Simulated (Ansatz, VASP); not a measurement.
## Hg in VASP and in Ansatz

```
Hg
1.0
    -1.71195    1.71195    1.71195
     1.71195   -1.71195    1.71195
     1.71195    1.71195   -1.71195
Hg
1
Direct
  0.00000 0.00000 0.00000
```

Change from the starting cell: volume scaled by 0.84, LAPW.

Alike in both runs: task single point; functional PBEsol; k mesh 15 × 15 × 15; occupations fermi-dirac, width 0.08 eV; no spin polarisation.

```csv
,VASP,Ansatz
version,VASP 6.6.1,Ansatz 0.2.0
potentials or method,"VASP PAW PBE potentials, release 64 (Hg), cutoff 520 eV","all-electron LAPW, scalar-relativistic"
```

VASP gave:

- pressure (GPa): 12.6

Estimate Ansatz's values.

pressure (GPa): 11.7.

VASP's potentials were made for PBE, not for PBEsol. Ansatz ran all-electron here, and VASP with PAW potentials.

Neither program's run includes spin-orbit coupling.
